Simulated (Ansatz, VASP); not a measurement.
# Two plane-wave programs on KCl

```xyz
2
Lattice="0.0000 3.1561 3.2823 3.1561 0.0000 3.2823 3.1561 3.1561 0.0000" Properties=species:S:1:pos:R:3 pbc="T T T"
K     0.0000    0.0000    0.0000
Cl    3.1561    3.1561    3.2823
```

Change from the starting cell: strain +0.000 along x and y, +0.040 along z, atoms carried along.

Alike in both runs: task single point; functional r2SCAN; k mesh 6 × 6 × 6; occupations gaussian, width 0.05 eV; no spin polarisation.

```csv
,VASP,Ansatz
version,VASP 6.6.1,Ansatz 0.2.0
potentials or method,"VASP PAW PBE potentials, release 64 (K_sv, Cl), cutoff 550 eV","scalar-relativistic, plane waves, PAW"
valence electrons in the cell,16,16
```

```csv
,VASP,Ansatz,Ansatz less VASP
gap on the k mesh at the Fermi level (eV),5.65,5.65,-0.004
least direct gap on the mesh (eV),5.65,5.65,-0.004
pressure (GPa),-0.8,-0.7,+0.01
"traceless stress, the component that is largest in VASP (GPa)",-0.75,-0.74,+0.011
```

VASP's potentials were made for PBE, not for r2SCAN. The functional is the same, so the differences come from potentials, cutoffs and numerics.
